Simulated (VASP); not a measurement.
# Os (P6_3/mmc) in VASP: notebook, part 2 of 2

VASP 6.6.1. Earlier steps stand in the parts before.

## 3. Single point, r2SCAN (13.56 Å³/atom)

This run uses another cell than the first one, of 13.56 Å³/atom.

POSCAR reads:

```
Os
1.0
    2.7046312281      0.0000000000      0.0000000000
   -1.3523156141      2.3422793514      0.0000000000
    0.0000000000      0.0000000000      4.2811990517
Os
2
Direct
    0.3333333333      0.6666666667      0.7500000000
    0.6666666667      0.3333333333      0.2500000000
```

INCAR.step1 reads:

```
SYSTEM = Os
ALGO     = Normal         ! electronic algorithm
EDIFF    = 1E-4           ! SCF threshold, eV
ENCUT    = 520            ! plane-wave cutoff, eV
GGA      = PE             ! functional
ISMEAR   = 0              ! smearing method
LASPH    = .True.         ! aspherical terms in the spheres
LCHARG   = .False.        ! write CHGCAR
LREAL    = .False.        ! projectors in reciprocal space
LWAVE    = .True.         ! write WAVECAR
NBANDS   = 15             ! bands
NELM     = 100            ! most SCF steps
PREC     = Accurate       ! precision mode
SIGMA    = 0.05           ! smearing width, eV
```

INCAR.step2 reads:

```
SYSTEM = Os
ALGO     = Normal         ! electronic algorithm
EDIFF    = 1E-6           ! SCF threshold, eV
ENCUT    = 520            ! plane-wave cutoff, eV
ISIF     = 2              ! what is computed and relaxed
ISMEAR   = 0              ! smearing method
ISTART   = 1            
LASPH    = .True.         ! aspherical terms in the spheres
LCHARG   = .False.        ! write CHGCAR
LMIXTAU  = .True.       
LREAL    = .False.        ! projectors in reciprocal space
LWAVE    = .False.        ! write WAVECAR
METAGGA  = R2SCAN         ! meta-GGA
NBANDS   = 15             ! bands
NELM     = 100            ! most SCF steps
PREC     = Accurate       ! precision mode
SIGMA    = 0.05           ! smearing width, eV
```

KPOINTS reads:

```
k-points
0
Gamma
  18 18 10
  0 0 0
```

Potentials or basis: VASP PAW PBE potentials, release 64 (Os).

The run is started by

```bash
$ cat potpaw_PBE.64/Os/POTCAR > POTCAR
$ cp INCAR.step1 INCAR
$ mpirun -np 1 vasp_std > vasp.out
$ cp INCAR.step2 INCAR
$ mpirun -np 1 vasp_std > vasp.out
```

Run time: 2.3 min. Hardware: 1 thread of AMD EPYC 9R45 (Zen 5), shared host; peak memory 0.17 GiB.

Results (log left out):

* Free energy: -105.9551 eV
* Pressure: 16.6 GPa
* Band gap on the k mesh: zero (bands 8 and 9 overlap by 4.31 eV)

Levels at points of the mesh, in eV from the Fermi level:
```tsv
k point	band 6	band 7	band 8	band 9	band 10	band 11
(0.00, 0.00, 0.00)	-2.41	-2.41	-1.69	-1.69	-0.01	1.84
(0.50, 0.00, 0.00)	-2.83	-2.05	2.25	2.85	2.95	4.82
(0.00, 0.00, 0.50)	-3.53	-3.53	-3.53	0.98	0.98	0.98
(0.50, 0.00, 0.50)	-1.31	-0.18	-0.18	2.61	2.61	3.59
```

Caveat: the cell stands under pressure; the PAW data sets were made with another functional, which shifts forces and pressure a little; spin-orbit coupling is left out, which moves the levels of the heavy elements.

## 4. Single point, r2SCAN (14.01 Å³/atom)

This run uses another cell than the first one, of 14.01 Å³/atom.

POSCAR reads:

```
Os
1.0
    2.7358087230      0.0000000000      0.0000000000
   -1.3679043615      2.3692798540      0.0000000000
    0.0000000000      0.0000000000      4.3239478308
Os
2
Direct
    0.3333333333      0.6666666667      0.7500000000
    0.6666666667      0.3333333333      0.2500000000
```

INCAR.step1 reads:

```
SYSTEM = Os
PREC = Accurate
ENCUT = 520
ISMEAR = 0
SIGMA = 0.05
LREAL = .FALSE.
LASPH = .TRUE.
NELM = 60
NBANDS = 15
GGA = PE
ALGO = Normal
EDIFF = 1E-4
LWAVE = .TRUE.
LCHARG = .FALSE.
```

INCAR.step2 reads:

```
SYSTEM = Os
PREC = Accurate
ENCUT = 520
EDIFF = 1E-6
ISMEAR = 0
SIGMA = 0.05
LREAL = .FALSE.
LASPH = .TRUE.
NELM = 60
ALGO = Normal
ISIF = 2
LWAVE = .FALSE.
LCHARG = .TRUE.
METAGGA = R2SCAN
LMIXTAU = .TRUE.
LELF = .TRUE.
LVHAR = .TRUE.
NBANDS = 15
ISTART = 1
```

KPOINTS reads:

```
Automatic mesh
0
G
  18 18 10
  0 0 0
```

Potentials or basis: VASP PAW PBE potentials, release 64 (Os).

The run is started by

```bash
$ cat potpaw_PBE.64/Os/POTCAR > POTCAR
$ cp INCAR.step1 INCAR
$ mpirun -np 1 vasp_std > vasp.out
$ cp INCAR.step2 INCAR
$ mpirun -np 1 vasp_std > vasp.out
```

OUTCAR:

```text
SYSTEM = Os
   PREC = Accurate
   ENCUT = 520
   EDIFF = 1E-6
   ISMEAR = 0
   LREAL = .FALSE.
   LASPH = .TRUE.
   NELM = 60
   ISIF = 2
   METAGGA = R2SCAN
   ISTART = 1

 ion  position               nearest neighbor table
   1  0.333  0.667  0.750-   2 2.68   2 2.68   2 2.68   2 2.68   2 2.68   2 2.68
   2  0.667  0.333  0.250-   1 2.68   1 2.68   1 2.68   1 2.68   1 2.68   1 2.68

  LATTYP: Found a hexagonal cell.
 ALAT       =     2.7358087230
 C/A-ratio  =     1.5805007837

  Lattice vectors:

[... 621 lines left out ...]
------------------------ aborting loop because EDIFF is reached ----------------------------------------

  FORCE on cell =-STRESS in cart. coord.  units (eV):
  Direction    XX          YY          ZZ          XY          YZ          ZX
  --------------------------------------------------------------------------------------
  -------------------------------------------------------------------------------------
  Total        0.1685742      0.1685742      0.1700669     -0.0000000      0.0000000      0.0000000
  in kB        9.6364958      9.6364958      9.7218261     -0.0000000      0.0000000      0.0000000
  external PRESSURE =       9.6649392 kB  Pullay stress =       0.0000000 kB

 VOLUME and BASIS-vectors are now :
 -----------------------------------------------------------------------------
  energy-cutoff  :      520.00
  volume of cell :       28.03
      direct lattice vectors                 reciprocal lattice vectors
     2.735808723  0.000000000  0.000000000     0.365522630  0.211034589  0.000000000
    -1.367904361  2.369279854  0.000000000     0.000000000  0.422069178  0.000000000
     0.000000000  0.000000000  4.323947831     0.000000000  0.000000000  0.231270135

 POSITION                                       TOTAL-FORCE (eV/Angst)
 -----------------------------------------------------------------------------------
     -0.00000      1.57952      3.24296         0.000000     -0.000000      0.000000
      1.36790      0.78976      1.08099        -0.000000      0.000000      0.000000
 -----------------------------------------------------------------------------------
    total drift:                               -0.000000      0.000000     -0.000000

  FREE ENERGIE OF THE ION-ELECTRON SYSTEM (eV)
  ---------------------------------------------------
  free  energy   TOTEN  =      -106.0040574743 eV

  energy  without entropy=     -106.0022508040  energy(sigma->0) =     -106.00315414
```

Run time: 1.9 min. Hardware: 1 thread of AMD EPYC 9R45 (Zen 5), shared host; peak memory 0.17 GiB.

What came out:

| Property | Result |
| --- | --- |
| Free energy | -106.0041 eV |
| Pressure | 1.0 GPa |
| Band gap on the k mesh | zero (bands 8 and 9 overlap by 4.07 eV) |

Levels at points of the mesh, in eV from the Fermi level:
```csv
k point,band 6,band 7,band 8,band 9,band 10,band 11
"(0.00, 0.00, 0.00)",-2.30,-2.30,-1.63,-1.63,0.01,1.75
"(0.50, 0.00, 0.00)",-2.70,-1.96,2.11,2.68,2.80,4.58
"(0.00, 0.00, 0.50)",-3.37,-3.37,-3.37,0.92,0.92,0.92
"(0.50, 0.00, 0.50)",-1.26,-0.18,-0.18,2.46,2.46,3.42
```

Caveat: the PAW data sets were made with another functional, which shifts forces and pressure a little; spin-orbit coupling is left out, which moves the levels of the heavy elements.

## 5. Overview

```tsv
level	cell	k mesh	gap on the mesh (eV)	pressure (GPa)
PBE	a = 2.749, b = 2.749, c = 4.362 Å, angles 90.0, 90.0, 120.0°, 2 atoms	8 × 8 × 6	none	-0.2
r2SCAN	a = 2.705, b = 2.705, c = 4.281 Å, angles 90.0, 90.0, 120.0°, 2 atoms	18 × 18 × 10	none	16.6
r2SCAN	a = 2.736, b = 2.736, c = 4.324 Å, angles 90.0, 90.0, 120.0°, 2 atoms	18 × 18 × 10	none	1.0
```

Alike in all rows: task single point; potentials or basis VASP PAW PBE potentials, release 64 (Os); no spin polarisation; cutoff (eV) 520; smearing gaussian 0.05 eV.

Caveats: spin-orbit coupling is left out, which moves the levels of the heavy elements; the PAW data sets were made with another functional, which shifts forces and pressure a little (at least some runs); the cell stands under pressure (at least some runs).

Total energies depend on the potentials used, so only differences within one code and one set of settings carry meaning.
